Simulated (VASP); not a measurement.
# SnO2 (kscan) (P4_2/mnm) in VASP: notebook

The runs below take SnO2 (kscan) through single point, with r2SCAN.

Everything below comes from runs of VASP 6.6.1. Logs are shortened: lines on timing, memory, paths and dates and some standing lists are left out, and cuts for length are marked.

## Step 1: The cell of the first run

Symmetry: P4_2/mnm, No. 136, tetragonal system. Conventional cell: a = 4.737 Å, b = 4.737 Å, c = 3.186 Å, α = 90.00°, β = 90.00°, γ = 90.00°. Sn (site symmetry mmm) has 6 O at 2.05 to 2.06 Å within 2.7 Å. O (site symmetry m2m) has 3 Sn at 2.05 to 2.06 Å and 1 O at 2.60 Å within 2.7 Å.

## Step 2: Single point, r2SCAN

File POSCAR:

```
SnO2
1.0
    4.7373500000      0.0000000000      0.0000000000
    0.0000000000      4.7373500000      0.0000000000
    0.0000000000      0.0000000000      3.1864000000
Sn O
2 4
Direct
    0.0000000000      0.0000000000      0.0000000000
    0.5000000000      0.5000000000      0.5000000000
    0.3056200000      0.3056200000      0.0000000000
    0.1943800000      0.8056200000      0.5000000000
    0.6943800000      0.6943800000      0.0000000000
    0.8056200000      0.1943800000      0.5000000000
```

File INCAR.step1:

```
PREC = Accurate
ENCUT = 520
ISMEAR = 0
SIGMA = 0.1
LREAL = F
LASPH = T
NELM = 60
NBANDS = 35
GGA = PE
ALGO = Normal
EDIFF = 1E-4
LWAVE = T
LCHARG = F
```

File INCAR.step2:

```
PREC = Accurate
ENCUT = 520
EDIFF = 1E-6
ISMEAR = 0
SIGMA = 0.1
LREAL = F
LASPH = T
NELM = 60
ALGO = Normal
ISIF = 2
LWAVE = F
LCHARG = F
METAGGA = R2SCAN
LMIXTAU = T
NBANDS = 35
ISTART = 1
```

File KPOINTS:

```
Automatic mesh
0
Gamma
  4 4 6
```

Potentials or basis: VASP PAW PBE potentials, release 64 (Sn_d, O).

On the command line:

```sh
> cat potpaw_PBE.64/Sn_d/POTCAR potpaw_PBE.64/O/POTCAR > POTCAR
> cp INCAR.step1 INCAR
> mpirun -np 1 vasp_std > vasp.out
> cp INCAR.step2 INCAR
> mpirun -np 1 vasp_std > vasp.out
```

OUTCAR:

```text
PREC = Accurate
   ENCUT = 520
   EDIFF = 1E-6
   ISMEAR = 0
   LREAL = F
   LASPH = T
   NELM = 60
   ISIF = 2
   METAGGA = R2SCAN
   ISTART = 1

 ion  position               nearest neighbor table
   1  0.000  0.000  0.000-   3 2.05   5 2.05   4 2.06   6 2.06   4 2.06   6 2.06   2 3.71   2 3.71
                             2 3.71   2 3.71   2 3.71   2 3.71   2 3.71   2 3.71
   2  0.500  0.500  0.500-   4 2.05   6 2.05   5 2.06   3 2.06   3 2.06   5 2.06   1 3.71   1 3.71
                             1 3.71   1 3.71   1 3.71   1 3.71   1 3.71   1 3.71
   3  0.306  0.306  0.000-   1 2.05   2 2.06   2 2.06
   4  0.194  0.806  0.500-   2 2.05   1 2.06   1 2.06
   5  0.694  0.694  0.000-   1 2.05   2 2.06   2 2.06
   6  0.806  0.194  0.500-   2 2.05   1 2.06   1 2.06

  LATTYP: Found a simple tetragonal cell.
 ALAT       =     4.7373500000
 C/A-ratio  =     0.6726123255

  Lattice vectors:

 A1 = (   4.7373500000,   0.0000000000,   0.0000000000)
 A2 = (   0.0000000000,   4.7373500000,   0.0000000000)
 A3 = (   0.0000000000,   0.0000000000,   3.1864000000)

Analysis of symmetry for initial positions (statically):
=====================================================================
 Subroutine PRICEL returns:
 Original cell was already a primitive cell.

 Routine SETGRP: Setting up the symmetry group for a
 simple tetragonal supercell.

 Subroutine GETGRP returns: Found 16 space group operations
 (whereof  8 operations were pure point group operations)
 out of a pool of 16 trial point group operations.

The static configuration has the point symmetry D_2h.
 The point group associated with its full space group is D_4h.

Analysis of symmetry for dynamics (positions and initial velocities):
=====================================================================
 Subroutine PRICEL returns:
 Original cell was already a primitive cell.

 Routine SETGRP: Setting up the symmetry group for a
 simple tetragonal supercell.

 Subroutine GETGRP returns: Found 16 space group operations
 (whereof  8 operations were pure point group operations)
 out of a pool of 16 trial point group operations.

The dynamic configuration has the point symmetry D_2h.
 The point group associated with its full space group is D_4h.

 Subroutine INISYM returns: Found 16 space group operations
 (whereof  8 operations are pure point group operations),
 and found     1 'primitive' translations

----------------------------------------------------------------------------------------

                                     Primitive cell

  volume of cell :      71.5107

  direct lattice vectors                    reciprocal lattice vectors
     4.737350000  0.000000000  0.000000000     0.211088478  0.000000000  0.000000000
     0.000000000  4.737350000  0.000000000     0.000000000  0.211088478  0.000000000
     0.000000000  0.000000000  3.186400000     0.000000000  0.000000000  0.313833794

  length of vectors
     4.737350000  4.737350000  3.186400000     0.211088478  0.211088478  0.313833794

  position of ions in fractional coordinates (direct lattice)
     0.000000000  0.000000000  0.000000000
     0.500000000  0.500000000  0.500000000
     0.305620000  0.305620000  0.000000000
     0.194380000  0.805620000  0.500000000
     0.694380000  0.694380000  0.000000000
     0.805620000  0.194380000  0.500000000

  ion indices of the primitive-cell ions
   primitive index   ion index
                 1           1
                 2           2
                 3           3
                 4           4
                 5           5
                 6           6

----------------------------------------------------------------------------------------

 KPOINTS: Automatic mesh

Automatic generation of k-mesh.
 Grid dimensions read from file:
 generate k-points for:    4    4    6

 Generating k-lattice:

  Cartesian coordinates                     Fractional coordinates (reciprocal lattice)
     0.052772119  0.000000000  0.000000000     0.250000000  0.000000000  0.000000000
     0.000000000  0.052772119  0.000000000     0.000000000  0.250000000  0.000000000
     0.000000000  0.000000000  0.052305632     0.000000000  0.000000000  0.166666667

  Length of vectors
     0.052772119  0.052772119  0.052305632

  Shift w.r.t. Gamma in fractional coordinates (k-lattice)
     0.000000000  0.000000000  0.000000000

 Subroutine IBZKPT returns following result:
 ===========================================

 Found     24 irreducible k-points:

 Following reciprocal coordinates:
            Coordinates               Weight
  0.000000  0.000000  0.000000      1.000000
  0.250000  0.000000  0.000000      4.000000
  0.500000  0.000000  0.000000      2.000000
  0.250000  0.250000  0.000000      4.000000
  0.500000  0.250000  0.000000      4.000000
  0.500000  0.500000  0.000000      1.000000
[... 16 lines left out ...]
  0.500000  0.250000  0.500000      4.000000
  0.500000  0.500000  0.500000      1.000000
   k-points           NKPTS =     24   k-points in BZ     NKDIM =     24   number of bands    NBANDS=     35
   number of dos      NEDOS =    301   number of ions     NIONS =      6
   total plane-waves  NPLWV =  31104
   dimension x,y,z NGX =    36 NGY =   36 NGZ =   24
   dimension x,y,z NGXF=    72 NGYF=   72 NGZF=   48
   ions per type =               2   4
   NGX,Y,Z   is equivalent  to a cutoff of  12.63, 12.63, 12.52 a.u.
   NGXF,Y,Z  is equivalent  to a cutoff of  25.27, 25.27, 25.04 a.u.
 SYSTEM =  unknown system
   PREC   = accura    normal or accurate (medium, high low for compatibility)
   ISTART =      1    job   : 0-new  1-cont  2-samecut
   ICHARG =      0    charge: 1-file 2-atom 10-const
   ISPIN  =      1    spin polarized calculation?
   LNONCOLLINEAR =      F non collinear calculations
   LSORBIT =      F    spin-orbit coupling
   LASPH  =      T    aspherical Exc in radial PAW
   ENCUT  =  520.0 eV  38.22 Ry    6.18 a.u.   8.81  8.81  5.92*2*pi/ulx,y,z
   NELM   =     60;   NELMIN=  2; NELMDL=  0     # of ELM steps
   EDIFF  = 0.1E-05   stopping-criterion for ELM
   LREAL  =      F    real-space projection
   EDIFFG = 0.1E-04   stopping-criterion for IOM
   NSW    =      0    number of steps for IOM
   IBRION =     -1    ionic relax: 0-MD 1-quasi-New 2-CG
   NFREE  =      0    steps in history (QN), initial steepest desc. (CG)
   ISIF   =      2    stress and relaxation
   ISYM   =      2    0-nonsym 1-usesym 2-fastsym
   POTIM  = 0.5000    time-step for ionic-motion
   TEBEG  =    0.0;   TEEND  =   0.0 temperature during run
   PSTRESS=    0.0 pullay stress
   NELECT =      52.0000    total number of electrons
   NUPDOWN=      -1.0000    fix difference up-down
   EMIN   =  10.00;   EMAX   =-10.00  energy-range for DOS
   EFERMI =   0.00;   METHOD = LEGACY
   ISMEAR =     0;   SIGMA  =   0.10  broadening in eV -4-tet -1-fermi 0-gaus
   EFERMI_NEDOS =   21; number of points for ismear=-14 and -15
   IALGO  =     38    algorithm
   IMIX   =      4    mixing-type and parameters
     AMIX     =   0.40;   BMIX     =  1.00
     AMIX_MAG =   1.60;   BMIX_MAG =  1.00
  volume/ion in A,a.u.               =      11.92        80.43
  Fermi-wavevector in a.u.,A,eV,Ry     =   1.472150  2.781961 29.486913  2.167227
  Thomas-Fermi vector in A             =   2.587200
   LORBIT       =      0    0 simple, 1 ext, 2 COOP (PROOUT), +10 PAW based schemes
   METAGGA = R2SCAN    functional components
   LHFCALC =     F    Hartree Fock is set to
   AEXX    =    0.0000 exact exchange contribution
   IVDW    =     0    specifies the selected vdW correction
   LEPSILON=     F    determine dielectric tensor
   LRPA    =     F    only Hartree local field effects (RPA)
 non-spin polarized calculation
 Gauss-broadening in eV      SIGMA  =   0.10
  energy-cutoff  :      520.00
  volume of cell :       71.51
 maximum number of plane-waves:      1992
 NGX is ok and might be reduce to    36
   NGX = 17   NGY = 17   NGZ = 11

 number of electron      51.9999990 magnetization

 Free energy of the ion-electron system (eV)
  ---------------------------------------------------
  ext. energy  EPLUGINS =         0.00000000
  ---------------------------------------------------
  free energy    TOTEN  =       -84.61057703 eV

  energy without entropy =      -84.61057703  energy(sigma->0) =      -84.61057703

 E-fermi :   6.2026     XC(G=0): -12.0503

 val. band max:        5.7216511226   @ k =   0.0000   0.0000   0.0000
 cond. band min:       7.6799173766   @ k =   0.0000   0.0000   0.0000
 fundamental gap:      1.9582662540
 Fermi energy:         6.2025561228

 k-point     1 :       0.0000    0.0000    0.0000
  band No.  band energies     occupation
      1     -16.0445      2.00000
      2     -15.0977      2.00000
      3     -14.7670      2.00000
      4     -14.7670      2.00000
      5     -14.7437      2.00000
      6     -14.7196      2.00000
[... 27 lines left out ...]
     34      19.0120      0.00000
     35      19.2720      0.00000

 k-point     2 :       0.2500    0.0000    0.0000
  band No.  band energies     occupation
      1     -15.9355      2.00000
      2     -15.2432      2.00000
      3     -14.7827      2.00000
      4     -14.7635      2.00000
      5     -14.7634      2.00000
      6     -14.7495      2.00000
[... 27 lines left out ...]
     34      18.9046      0.00000
     35      19.1930      0.00000

 k-point     3 :       0.5000    0.0000    0.0000
  band No.  band energies     occupation
      1     -15.6291      2.00000
      2     -15.6291      2.00000
      3     -14.7699      2.00000
      4     -14.7699      2.00000
      5     -14.7598      2.00000
      6     -14.7598      2.00000
[... 27 lines left out ...]
     34      19.0147      0.00000
     35      19.4604      0.00000

 k-point     4 :       0.2500    0.2500    0.0000
  band No.  band energies     occupation
      1     -15.8830      2.00000
      2     -15.4088      2.00000
      3     -14.7776      2.00000
      4     -14.7681      2.00000
      5     -14.7598      2.00000
      6     -14.7332      2.00000
[... 27 lines left out ...]
     34      18.7923      0.00000
     35      19.0110      0.00000

 k-point     5 :       0.5000    0.2500    0.0000
  band No.  band energies     occupation
      1     -15.6985      2.00000
      2     -15.6985      2.00000
      3     -14.7646      2.00000
      4     -14.7646      2.00000
      5     -14.7433      2.00000
      6     -14.7433      2.00000
[... 638 lines left out ...]
 k-point    22 :       0.2500    0.2500    0.5000
  band No.  band energies     occupation
      1     -15.9666      2.00000
      2     -15.7499      2.00000
      3     -15.2190      2.00000
      4     -14.7816      2.00000
      5     -14.5871      2.00000
      6     -14.5814      2.00000
[... 27 lines left out ...]
     34      18.8554      0.00000
     35      19.2461      0.00000

 k-point    23 :       0.5000    0.2500    0.5000
  band No.  band energies     occupation
      1     -15.8837      2.00000
      2     -15.8837      2.00000
      3     -14.9948      2.00000
      4     -14.9948      2.00000
      5     -14.5835      2.00000
      6     -14.5835      2.00000
[... 27 lines left out ...]
     34      18.3106      0.00000
     35      19.4667      0.00000

 k-point    24 :       0.5000    0.5000    0.5000
  band No.  band energies     occupation
      1     -15.7585      2.00000
      2     -15.7585      2.00000
      3     -15.2265      2.00000
      4     -15.2265      2.00000
      5     -14.5777      2.00000
      6     -14.5777      2.00000
[... 27 lines left out ...]
     34      17.9333      0.00000
     35      19.7735      0.00000

------------------------ aborting loop because EDIFF is reached ----------------------------------------

  FORCE on cell =-STRESS in cart. coord.  units (eV):
  Direction    XX          YY          ZZ          XY          YZ          ZX
  --------------------------------------------------------------------------------------
  -------------------------------------------------------------------------------------
  Total        1.6943017      1.6943017      2.2415748      0.0000000      0.0000000      0.0000000
  in kB       37.9603394     37.9603394     50.2218347      0.0000000      0.0000000      0.0000000
  external PRESSURE =      42.0475045 kB  Pullay stress =       0.0000000 kB

 VOLUME and BASIS-vectors are now :
 -----------------------------------------------------------------------------
  energy-cutoff  :      520.00
  volume of cell :       71.51
      direct lattice vectors                 reciprocal lattice vectors
     4.737350000  0.000000000  0.000000000     0.211088478  0.000000000  0.000000000
     0.000000000  4.737350000  0.000000000     0.000000000  0.211088478  0.000000000
     0.000000000  0.000000000  3.186400000     0.000000000  0.000000000  0.313833794

 POSITION                                       TOTAL-FORCE (eV/Angst)
 -----------------------------------------------------------------------------------
      0.00000      0.00000      0.00000         0.000000      0.000000      0.000000
      2.36868      2.36868      1.59320         0.000000      0.000000      0.000000
      1.44783      1.44783      0.00000        -0.021201     -0.021201     -0.000000
      0.92085      3.81650      1.59320         0.021201     -0.021201     -0.000000
      3.28952      3.28952      0.00000         0.021201      0.021201      0.000000
      3.81650      0.92085      1.59320        -0.021201      0.021201      0.000000
 -----------------------------------------------------------------------------------
    total drift:                                0.000000      0.000000      0.000000

  FREE ENERGIE OF THE ION-ELECTRON SYSTEM (eV)
  ---------------------------------------------------
  free  energy   TOTEN  =       -84.6105770280 eV

  energy  without entropy=      -84.6105770280  energy(sigma->0) =      -84.61057703
```

Wall time 69 s (1 thread of Intel Xeon 6975P-C (Granite Rapids), shared host); peak memory 0.21 GiB.

Results:

```yaml
Free_energy: -84.6106 eV
Pressure: 4.2 GPa
Largest_force: 0.030 eV/Å
Band_gap_on_the_k_mesh: 1.96 eV, direct
```

Forces in eV/Å, atoms in the order of the input:
```
Sn   0.000  0.000  0.000
Sn   0.000  0.000  0.000
O   -0.021 -0.021  0.000
O    0.021 -0.021  0.000
O    0.021  0.021  0.000
O   -0.021  0.021  0.000
```

Levels at points of the mesh, in eV from the valence-band top:
| k point | band 22 | band 23 | band 24 | band 25 | band 26 | band 27 | band 28 | band 29 | band 30 | band 31 |
| --- | --- | --- | --- | --- | --- | --- | --- | --- | --- | --- |
| (0.00, 0.00, 0.00) | -1.21 | -1.21 | -0.79 | -0.79 | 0.00 | 1.96 | 6.96 | 7.13 | 7.13 | 11.17 |
| (0.50, 0.00, 0.00) | -2.00 | -1.17 | -1.17 | -0.63 | -0.63 | 5.16 | 5.16 | 7.90 | 7.90 | 12.06 |
| (0.50, 0.50, 0.00) | -2.00 | -1.29 | -1.29 | -0.94 | -0.94 | 5.62 | 5.62 | 8.33 | 8.33 | 12.08 |
| (0.00, 0.00, 0.50) | -2.61 | -1.71 | -1.71 | -1.29 | -1.29 | 7.04 | 7.04 | 10.63 | 10.63 | 11.67 |
| (0.50, 0.00, 0.50) | -1.75 | -1.13 | -1.13 | -0.68 | -0.68 | 7.32 | 7.32 | 8.98 | 8.98 | 12.07 |
| (0.50, 0.50, 0.50) | -2.34 | -0.97 | -0.97 | -0.87 | -0.87 | 5.66 | 5.66 | 9.73 | 9.73 | 12.05 |

Caveat: the PAW data sets were made with another functional, which shifts forces and pressure a little; spin-orbit coupling is left out, which moves the levels of the heavy elements.

(Continued in part 2 of 2.)
